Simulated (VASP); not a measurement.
# O in VASP: further runs

The runs below take O through single point, with LDA.

Program: VASP 6.6.1. These are calculated values, not measurements. Logs are shortened: lines on timing, memory, paths and dates and some standing lists are left out, and cuts for length are marked.

## Step 1: The cell of the first run

The cell holds a disordered packing, 20 atoms: a = 7.218 Å, b = 7.218 Å, c = 7.218 Å, α = 90.00°, β = 90.00°, γ = 90.00°.

## Step 2: Single point, LDA, collinear spin, ferromagnetic start

Contents of INCAR:

```
SYSTEM = O
ALGO = Normal
EDIFF = 1E-7
ENCUT = 520
GGA = CA
ISIF = 2
ISMEAR = -1
ISPIN = 2
LASPH = .TRUE.
LCHARG = .TRUE.
LELF = .TRUE.
LORBIT = 11
LREAL = Auto
LVHAR = .TRUE.
LWAVE = .FALSE.
MAGMOM = 1 1 1 1 1 1 1 1 1 1 1 1 1 1 1 1 1 1 1 1
NBANDS = 80
NELM = 150
PREC = Accurate
SIGMA = 0.05
```

Contents of KPOINTS:

```
k-points
0
G
  1 1 1
  0 0 0
```

Contents of POSCAR:

```
O
1.0
    7.2176520000      0.0000000000      0.0000000000
    0.0000000000      7.2176520000      0.0000000000
    0.0000000000      0.0000000000      7.2176520000
O
20
Direct
    0.5175034028      0.5917241721      0.4711321092
    0.5576465806      0.4499865081      0.3938965427
    0.6831852240      0.6985236328      0.8908849756
    0.7623612453      0.5759675787      0.8111699236
    0.3203996394      0.4388612163      1.0139854291
    0.3893258314      0.4074324984      0.8658106333
    0.3723254810      0.9777708480      0.5354823992
    0.3478950099      1.0100641057      0.3741078128
    0.7416493619      0.0930317637      0.2885733072
    0.7190209392     -0.0621578663      0.2330486020
    0.9919337163      0.8539149197      0.5585971041
    1.0026243075      0.8917375794      0.7201809155
    0.7321260643      0.1673158987      0.8777060185
    0.7055183457      0.1675259478      0.7135194200
    0.1668949776      0.3542892005      0.4989995219
    0.0698242621      0.4310274391      0.6100957170
    0.3261316892      0.8461034010     -0.0148287839
    0.3605640413      1.0068908710     -0.0405376331
   -0.0890913363      0.5678212146      0.2315441387
    0.0384603169      0.6704623708      0.2021653466
```

Potentials or basis: VASP PAW LDA potentials, release 64 (O).

The run is started by

```bash
> cat potpaw_LDA.64/O/POTCAR > POTCAR
> mpirun -np 1 vasp_gam > vasp.out
```

OUTCAR:

```text
SYSTEM = O
   EDIFF = 1E-7
   ENCUT = 520
   GGA = CA
   ISIF = 2
   ISMEAR = -1
   ISPIN = 2
   LASPH = .TRUE.
   LORBIT = 11
   LREAL = Auto
   NELM = 150
   PREC = Accurate

 ion  position               nearest neighbor table
   1  0.518  0.592  0.471-   2 1.20
   2  0.558  0.450  0.394-   1 1.20
   3  0.683  0.699  0.891-   4 1.20
   4  0.762  0.576  0.811-   3 1.20
   5  0.320  0.439  0.014-   6 1.20
   6  0.389  0.407  0.866-   5 1.20
[... 12 lines left out ...]
  19  0.911  0.568  0.232-  20 1.20
  20  0.038  0.670  0.202-  19 1.20

  LATTYP: Found a simple cubic cell.
 ALAT       =     7.2176520000

  Lattice vectors:

 A1 = (   7.2176520000,   0.0000000000,   0.0000000000)
 A2 = (   0.0000000000,   7.2176520000,   0.0000000000)
 A3 = (   0.0000000000,   0.0000000000,   7.2176520000)

Analysis of symmetry for initial positions (statically):
=====================================================================
 Subroutine PRICEL returns:
 Original cell was already a primitive cell.

 Routine SETGRP: Setting up the symmetry group for a
 simple cubic supercell.

 Subroutine GETGRP returns: Found  1 space group operations
 (whereof  1 operations were pure point group operations)
 out of a pool of 48 trial point group operations.

The static configuration has the point symmetry C_1 .

Analysis of symmetry for dynamics (positions and initial velocities):
=====================================================================
 Subroutine PRICEL returns:
 Original cell was already a primitive cell.

 Routine SETGRP: Setting up the symmetry group for a
 simple cubic supercell.

 Subroutine GETGRP returns: Found  1 space group operations
 (whereof  1 operations were pure point group operations)
 out of a pool of 48 trial point group operations.

The dynamic configuration has the point symmetry C_1 .

Analysis of structural, dynamic, and magnetic symmetry:
=====================================================================
 Subroutine PRICEL returns:
 Original cell was already a primitive cell.

 Routine SETGRP: Setting up the symmetry group for a
 simple cubic supercell.

 Subroutine GETGRP returns: Found  1 space group operations
 (whereof  1 operations were pure point group operations)
 out of a pool of 48 trial point group operations.

The overall configuration has the point symmetry C_1 .

 Subroutine INISYM returns: Found  1 space group operations
 (whereof  1 operations are pure point group operations),
 and found     1 'primitive' translations

----------------------------------------------------------------------------------------

                                     Primitive cell

  volume of cell :     376.0000

  direct lattice vectors                    reciprocal lattice vectors
     7.217652000  0.000000000  0.000000000     0.138549212  0.000000000  0.000000000
     0.000000000  7.217652000  0.000000000     0.000000000  0.138549212  0.000000000
     0.000000000  0.000000000  7.217652000     0.000000000  0.000000000  0.138549212

  length of vectors
     7.217652000  7.217652000  7.217652000     0.138549212  0.138549212  0.138549212

  position of ions in fractional coordinates (direct lattice)
     0.517503403  0.591724172  0.471132109
     0.557646581  0.449986508  0.393896543
     0.683185224  0.698523633  0.890884976
     0.762361245  0.575967579  0.811169924
     0.320399639  0.438861216  0.013985429
     0.389325831  0.407432498  0.865810633
[... 12 lines left out ...]
     0.910908664  0.567821215  0.231544139
     0.038460317  0.670462371  0.202165347

  ion indices of the primitive-cell ions
   primitive index   ion index
                 1           1
                 2           2
                 3           3
                 4           4
                 5           5
                 6           6
[... 12 lines left out ...]
                19          19
                20          20

----------------------------------------------------------------------------------------

 KPOINTS: k-points

Automatic generation of k-mesh.
 Grid dimensions read from file:
 generate k-points for:    1    1    1

 Generating k-lattice:

  Cartesian coordinates                     Fractional coordinates (reciprocal lattice)
     0.138549212  0.000000000  0.000000000     1.000000000  0.000000000  0.000000000
     0.000000000  0.138549212  0.000000000     0.000000000  1.000000000  0.000000000
     0.000000000  0.000000000  0.138549212     0.000000000  0.000000000  1.000000000

  Length of vectors
     0.138549212  0.138549212  0.138549212

  Shift w.r.t. Gamma in fractional coordinates (k-lattice)
     0.000000000  0.000000000  0.000000000

 Subroutine IBZKPT returns following result:
 ===========================================

 Found      1 irreducible k-points:

 Following reciprocal coordinates:
            Coordinates               Weight
  0.000000  0.000000  0.000000      1.000000
[... 37 lines left out ...]
     AMIX     =   0.40;   BMIX     =  1.00
     AMIX_MAG =   1.60;   BMIX_MAG =  1.00
  volume/ion in A,a.u.               =      18.80       126.87
  Fermi-wavevector in a.u.,A,eV,Ry     =   1.118766  2.114161 17.029564  1.251638
  Thomas-Fermi vector in A             =   2.255400
   LORBIT       =     11    0 simple, 1 ext, 2 COOP (PROOUT), +10 PAW based schemes
   GGA     = CA    functional components
   LHFCALC =     F    Hartree Fock is set to
   AEXX    =    0.0000 exact exchange contribution
   IVDW    =     0    specifies the selected vdW correction
   LEPSILON=     F    determine dielectric tensor
   LRPA    =     F    only Hartree local field effects (RPA)
 spin polarized calculation
  energy-cutoff  :      520.00
  volume of cell :      376.00
 maximum number of plane-waves:      5066
 NGX is ok and might be reduce to    54
   NGX = 27   NGY = 27   NGZ = 27

 number of electron     119.9999995 magnetization      19.9999878

 Free energy of the ion-electron system (eV)
  ---------------------------------------------------
  ext. energy  EPLUGINS =         0.00000000
  ---------------------------------------------------
  free energy    TOTEN  =      -105.77804304 eV

  energy without entropy =     -105.77803480  energy(sigma->0) =     -105.77803892

 E-fermi :  -2.1307     XC(G=0):  -7.5247

 val. band max:       -2.7773360372   @ k =   0.0000   0.0000   0.0000
 cond. band min:      -1.5133340534   @ k =   0.0000   0.0000   0.0000
 fundamental gap:      1.2640019838
 Fermi energy:        -2.1306797261

 spin component 1

 k-point     1 :       0.0000    0.0000    0.0000
  band No.  band energies     occupation
      1     -29.6188      1.00000
      2     -29.5495      1.00000
      3     -29.5367      1.00000
      4     -29.4857      1.00000
      5     -29.4628      1.00000
      6     -29.4572      1.00000
[... 64 lines left out ...]
     71       3.4162      0.00000
     72       4.5767      0.00000
 Fermi energy:        -2.1306797261

 spin component 2

 k-point     1 :       0.0000    0.0000    0.0000
  band No.  band energies     occupation
      1     -28.4067      1.00000
      2     -28.3350      1.00000
      3     -28.3210      1.00000
      4     -28.2701      1.00000
      5     -28.2463      1.00000
      6     -28.2399      1.00000
[... 64 lines left out ...]
     71       3.8602      0.00000
     72       5.1181      0.00000
 [bands above 72 left out]

------------------------ aborting loop because EDIFF is reached ----------------------------------------

  FORCE on cell =-STRESS in cart. coord.  units (eV):
  Direction    XX          YY          ZZ          XY          YZ          ZX
  --------------------------------------------------------------------------------------
  -------------------------------------------------------------------------------------
  Total        1.8823437      6.0562083      7.9476507     -0.2800295      2.7952136     -2.0616322
  in kB        8.0208740     25.8061712     33.8658155     -1.1932367     11.9107134     -8.7848418
  external PRESSURE =      22.5642869 kB  Pullay stress =       0.0000000 kB

 VOLUME and BASIS-vectors are now :
 -----------------------------------------------------------------------------
  energy-cutoff  :      520.00
  volume of cell :      376.00
      direct lattice vectors                 reciprocal lattice vectors
     7.217652000  0.000000000  0.000000000     0.138549212  0.000000000  0.000000000
     0.000000000  7.217652000  0.000000000     0.000000000  0.138549212  0.000000000
     0.000000000  0.000000000  7.217652000     0.000000000  0.000000000  0.138549212

 POSITION                                       TOTAL-FORCE (eV/Angst)
 -----------------------------------------------------------------------------------
      3.73516      4.27086      3.40047        -0.434563      1.497691      0.817390
      4.02490      3.24785      2.84301         0.431444     -1.509555     -0.812048
      4.93099      5.04170      6.43010        -0.845621      1.306151      0.855694
      5.50246      4.15713      5.85474         0.857635     -1.304859     -0.847489
      2.31253      3.16755      0.10094        -0.726140      0.320328      1.554931
      2.81002      2.94071      6.24912         0.725655     -0.328562     -1.559888
[... 12 lines left out ...]
      6.57462      4.09834      1.67121        -1.358906     -1.092950      0.314303
      0.27759      4.83916      1.45916         1.355327      1.095228     -0.315441
 -----------------------------------------------------------------------------------
    total drift:                                0.017707      0.011173     -0.015123

  FREE ENERGIE OF THE ION-ELECTRON SYSTEM (eV)
  ---------------------------------------------------
  free  energy   TOTEN  =      -105.7780430352 eV

  energy  without entropy=     -105.7780348009  energy(sigma->0) =     -105.77803892

 total charge

# of ion       s       p       d       tot
------------------------------------------
    1        1.602   3.318   0.000   4.920
    2        1.603   3.313   0.000   4.916
    3        1.603   3.316   0.000   4.919
    4        1.603   3.317   0.000   4.920
    5        1.603   3.313   0.000   4.916
    6        1.602   3.319   0.000   4.920
[... 12 lines left out ...]
   19        1.603   3.317   0.000   4.919
   20        1.603   3.315   0.000   4.918
--------------------------------------------------
tot         32.053  66.318   0.000  98.371

 magnetization (x)

# of ion       s       p       d       tot
------------------------------------------
    1        0.008   0.789   0.000   0.797
    2        0.008   0.798   0.000   0.806
    3        0.008   0.792   0.000   0.801
    4        0.008   0.792   0.000   0.800
    5        0.008   0.797   0.000   0.805
    6        0.008   0.790   0.000   0.797
[... 12 lines left out ...]
   19        0.008   0.790   0.000   0.799
   20        0.008   0.795   0.000   0.803
--------------------------------------------------
tot          0.161  15.858   0.000  16.019
```

Wall time 59 s (1 thread of Intel Xeon Platinum 8488C (Sapphire Rapids), shared host); peak memory 0.31 GiB.

What came out:

- Free energy: -105.7780 eV
- Pressure: 2.3 GPa
- Largest force: 1.779 eV/Å
- Net moment: 20.00 μB per cell
- Site moments: O +0.80, +0.81 (each value once) μB
- Valence electrons inside the program's atomic spheres: O 4.92

Forces in eV/Å, atoms in the order of the input:
```
O   -0.435  1.498  0.817
O    0.431 -1.510 -0.812
O   -0.846  1.306  0.856
O    0.858 -1.305 -0.847
O   -0.726  0.320  1.555
O    0.726 -0.329 -1.560
O    0.263 -0.340  1.707
O   -0.265  0.340 -1.700
O    0.240  1.643  0.587
O   -0.237 -1.636 -0.582
O   -0.112 -0.404 -1.729
O    0.121  0.405  1.714
O    0.284  0.004  1.750
O   -0.278 -0.002 -1.754
O    1.030 -0.813 -1.181
O   -1.044  0.820  1.184
O   -0.365 -1.684  0.271
O    0.359  1.684 -0.273
O   -1.359 -1.093  0.314
O    1.355  1.095 -0.315
```

Caveat: the k points lie up to 0.87 Å⁻¹ apart; the standard files for N, O and F lose accuracy on very short bonds.

## Step 3: Single point, LDA, collinear spin, ferromagnetic start

Contents of INCAR:

```
SYSTEM = O
PREC = Accurate
ENCUT = 520
EDIFF = 1E-6
ISMEAR = -1
SIGMA = 0.05
LREAL = Auto
LASPH = .TRUE.
NELM = 150
ALGO = Normal
ISIF = 2
LWAVE = .FALSE.
LCHARG = .TRUE.
ISPIN = 2
MAGMOM = 0.54 0.55 0.54 0.54 0.55 0.54 0.54 0.55 0.54 0.54 0.54 0.54 0.55 0.54 0.54 0.54 0.55 0.54 0.54 0.55
LORBIT = 11
GGA = CA
LELF = .TRUE.
LVHAR = .TRUE.
NBANDS = 80
```

Contents of KPOINTS:

```
regular mesh
0
G
  1 1 1
  0 0 0
```

Contents of POSCAR:

```
O
1.0
    7.2176520000      0.0000000000      0.0000000000
    0.0000000000      7.2176520000      0.0000000000
    0.0000000000      0.0000000000      7.2176520000
O
20
Direct
    0.5395244880      0.5762400293      0.4873468546
    0.6169457879      0.4816524820      0.3820494532
    0.7055064445      0.6869824148      0.8784989911
    0.7186686197      0.5348969443      0.8133115866
    0.3650079001      0.4617845249      1.0025005362
    0.3499060359      0.4114218862      0.8417141752
    0.3705360137      1.0044540801      0.5826687128
    0.4217160927      1.0152054990      0.4250274189
    0.7623670412      0.0974832258      0.3042540704
    0.6981771911     -0.0191475012      0.1989566690
    0.9763701547      0.8771827736      0.5415888713
    1.0239063895      0.8921183787      0.6991747455
    0.7313597275      0.2019770418      0.8554582571
    0.6667819396      0.1171987788      0.7264827952
    0.1826355718      0.3194529190      0.5113158684
    0.0885052369      0.4249165795      0.5977428671
    0.3955857113      0.8617068265     -0.0127603825
    0.3539516729      1.0058257173     -0.0729045956
   -0.1057269040      0.6091454673      0.2128254452
    0.0542143068      0.6723239081      0.1930960373
```

Potentials or basis: VASP PAW LDA potentials, release 64 (O).

The run is started by

```bash
> cat potpaw_LDA.64/O/POTCAR > POTCAR
> mpirun -np 1 vasp_gam > vasp.out
```

Run time: 96 s. Hardware: 1 thread of Intel Xeon Platinum 8488C (Sapphire Rapids), shared host; peak memory 0.32 GiB.

The run converged. Its results:

```yaml
Free_energy: -104.3986 eV
Pressure: 2.8 GPa
Largest_force: 5.295 eV/Å
Net_moment: 15.98 μB per cell
Site_moments: O +0.77, +0.78, +0.02, +0.04, +0.80, +0.79, +0.81, +0.05 (each value once) μB
Valence_electrons_inside_the_program's_atomic_spheres: O 4.98, 4.97, 4.91, 4.92, 4.89, 4.93, 4.88, 4.85 (each value once)
```

Forces on the atoms (eV/Å):
```
O   -2.576  3.107  3.427
O    2.521 -3.129 -3.361
O   -0.072  1.886  0.939
O    0.084 -1.579 -0.936
O   -0.059  0.044  0.184
O    0.287 -0.010  0.044
O   -0.697 -0.285  1.561
O    0.384  0.075 -1.837
O   -0.017 -0.118 -0.254
O    0.236  0.162  0.107
O   -0.633 -0.286 -2.297
O    0.568  0.187  2.374
O    0.477  0.323  0.938
O   -0.177 -0.541 -0.822
O    1.136 -1.259 -1.176
O   -1.395  1.403  0.972
O    1.247 -4.605  1.838
O   -1.301  4.530 -1.582
O    1.429  0.696 -0.409
O   -1.440 -0.601  0.291
```

Stress tensor (GPa, compression positive):
```
 0.56 -1.85 -0.60
-1.85  3.80  1.19
-0.60  1.19  4.13
```

Levels at points of the mesh, in eV from the Fermi level:
Spin up:
```csv
k point,band 65,band 66,band 67,band 68,band 69,band 70,band 71,band 72
"(0.00, 0.00, 0.00)",-0.56,-0.53,-0.47,-0.22,0.32,0.56,5.49,6.76
```
Spin down:
| k point | band 50 | band 51 | band 52 | band 53 | band 54 | band 55 |
| --- | --- | --- | --- | --- | --- | --- |
| (0.00, 0.00, 0.00) | -5.43 | -0.59 | -0.42 | 0.22 | 0.39 | 0.48 |

Caveat: the k points lie up to 0.87 Å⁻¹ apart; the standard files for N, O and F lose accuracy on very short bonds.

## Step 4: Single point, LDA, collinear spin, ferromagnetic start

Contents of INCAR:

```
ALGO = Normal
EDIFF = 1E-7
ENCUT = 520
ISIF = 2
ISMEAR = -1
ISPIN = 2
LASPH = True
LCHARG = False
LORBIT = 11
LREAL = Auto
LWAVE = False
MAGMOM = 0.54 0.55 0.54 0.54 0.55 0.54 0.54 0.55 0.54 0.54 0.54 0.54 0.55 0.54 0.54 0.54 0.55 0.54 0.54 0.55
NBANDS = 80
NELM = 150
PREC = Accurate
SIGMA = 0.05
```

Contents of KPOINTS:

```
k-points
0
Gamma
  1 1 1
```

Contents of POSCAR:

```
O
1.0
    7.2176520000      0.0000000000      0.0000000000
    0.0000000000      7.2176520000      0.0000000000
    0.0000000000      0.0000000000      7.2176520000
O
20
Direct
    0.5258358258      0.5269303646      0.5206817951
    0.5805212000      0.4378293661      0.3927315975
    0.7480687625      0.7006987868      0.7806693922
    0.7583906789      0.5522571606      0.8579244330
    0.4204830047      0.4597201417      1.0543179416
    0.3218498204      0.4214805591      0.9303441064
    0.3774634743      0.9906130138      0.5459670264
    0.4128627980      1.0412943157      0.3975808199
    0.8385552531      0.0836837243      0.2668596380
    0.7540402336     -0.0480211570      0.2068262643
    0.9966953242      0.8483645374      0.5471862595
    1.0479862426      0.8679692509      0.7036775949
    0.7635308546      0.1687806505      0.8837222964
    0.7342276962      0.0757864192      0.7502578401
    0.1439526317      0.3311741824      0.4582238102
    0.1394220724      0.4166867563      0.5961495511
    0.4132784457      0.8874631251     -0.0639266066
    0.3777682825      1.0463375070     -0.0727383365
   -0.0864269987      0.5898178521      0.2217618694
    0.0668361401      0.6564323134      0.2135320462
```

The run is started by

```bash
> cat potpaw_LDA.64/O/POTCAR > POTCAR
> mpirun -np 1 vasp_gam > vasp.out
```

Wall time 2.2 min (1 thread of Intel Xeon Platinum 8488C (Sapphire Rapids), shared host); peak memory 0.32 GiB.

The run converged. Its results:

```
Free energy                                           : -105.1536 eV
Pressure                                              : 4.6 GPa
Largest force                                         : 6.052 eV/Å
Net moment                                            : 20.00 μB per cell
Site moments                                          : O +0.80, +0.81, +0.79 (each value once) μB
Valence electrons inside the program's atomic spheres : O 4.94, 4.93, 4.91, 4.90, 4.96, 4.99, 4.97 (each value once)
```

Forces in eV/Å, atoms in the order of the input:
```
O   -0.883  1.369  1.915
O    0.909 -1.402 -1.919
O   -0.281  0.713 -0.249
O    0.073 -0.861  0.359
O    2.501  0.979  3.183
O   -2.523 -0.919 -3.193
O   -1.305 -1.878  5.469
O    1.351  1.878 -5.593
O    0.446  0.793  0.338
O   -0.452 -0.751 -0.312
O   -0.537 -0.221 -1.875
O    0.838  0.284  1.850
O    0.493  1.365  2.024
O   -0.512 -1.220 -2.098
O    0.140 -2.472 -3.943
O   -0.228  2.483  3.947
O    0.866 -4.052  0.266
O   -0.921  3.964 -0.145
O   -1.030 -0.500  0.101
O    1.056  0.447 -0.125
```

Stress tensor (GPa, compression positive):
```
1.81 0.46 0.44
0.46 4.26 1.50
0.44 1.50 7.81
```

Levels at points of the mesh, in eV from the Fermi level:
Spin up:
| k point | band 68 | band 69 | band 70 | band 71 | band 72 | band 73 |
| --- | --- | --- | --- | --- | --- | --- |
| (0.00, 0.00, 0.00) | -0.57 | -0.52 | -0.46 | 5.37 | 6.50 | 6.79 |
Spin down:
| k point | band 48 | band 49 | band 50 | band 51 | band 52 | band 53 |
| --- | --- | --- | --- | --- | --- | --- |
| (0.00, 0.00, 0.00) | -5.85 | -5.79 | -5.71 | 0.45 | 0.60 | 0.68 |

Caveat: the k points lie up to 0.87 Å⁻¹ apart; the standard files for N, O and F lose accuracy on very short bonds.

## Step 5: The runs side by side

```csv
cell,pressure (GPa),moment (μB),largest force (eV/Å)
"as given, atomic positions A",2.3,20.00,1.78
"as given, atomic positions B",2.8,15.98,5.29
"as given, atomic positions C",4.6,20.00,6.05
```

Alike in all rows: task single point; level LDA; potentials or basis VASP PAW LDA potentials, release 64 (O); spin collinear, ferromagnetic start; k mesh 1 × 1 × 1; cutoff (eV) 520; smearing fermi-dirac 0.05 eV.

Caveats: all runs use coarse meshes; the standard files for N, O and F lose accuracy on very short bonds.

Total energies depend on the potentials used, so only differences within one code and one set of settings carry meaning.
